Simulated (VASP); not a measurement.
Set up this calculation in VASP 6.6.1, as the native input.

| Property | Result |
| --- | --- |
| Task | single point |
| Functional | PBE |
| Potentials or basis | VASP PAW PBE potentials, release 64 (Pb_d, S) |
| Cutoff | 520 eV |
| k mesh | 8 × 8 × 8 |
| Occupations | fermi-dirac, width 0.01 eV |
| Spin | no spin polarisation |
| Dipole correction | no |
| Further INCAR settings | ALGO = Normal; EDIFF = 1e-07; NBANDS = 17 |

The structure of PbS lies in POSCAR:

```
PbS
1.0
    0.0000000000      3.0040176323      3.0040176323
    3.0040176323      0.0000000000      3.0040176323
    3.0040176323      3.0040176323      0.0000000000
Pb S
1 1
Direct
    0.0000000000      0.0000000000      0.0000000000
    0.5000000000      0.5000000000      0.5000000000
```

This cell differs from its parent crystal: volume scaled by 1.04.

One way to write it, as run:

INCAR

```
SYSTEM = PbS
  PREC = Accurate
  ENCUT = 520
  EDIFF = 1E-7
  ISMEAR = -1
  SIGMA = 0.01
  LREAL = .False.
  LASPH = .True.
  NELM = 80
  ALGO = Normal
  ISIF = 2
  LWAVE = .False.
  LCHARG = .False.
  GGA = PE
  NBANDS = 17
```

KPOINTS

```
regular mesh
0
Gamma
  8 8 8
  0 0 0
```

Potentials or basis: VASP PAW PBE potentials, release 64 (Pb_d, S).

Run with:

```bash
$ cat potpaw_PBE.64/Pb_d/POTCAR potpaw_PBE.64/S/POTCAR > POTCAR
$ mpirun -np 1 vasp_std > vasp.out
```

It gave:

```yaml
Pressure: -0.1 GPa
Band_gap_on_the_k_mesh: 0.50 eV, direct
```

Caveat: spin-orbit coupling is left out, which moves the levels of the heavy elements.

It took 8.6 s on 1 thread of Intel(R) Xeon(R) 6975P-C (Granite Rapids), on a shared host, peak memory 0.17 GiB.
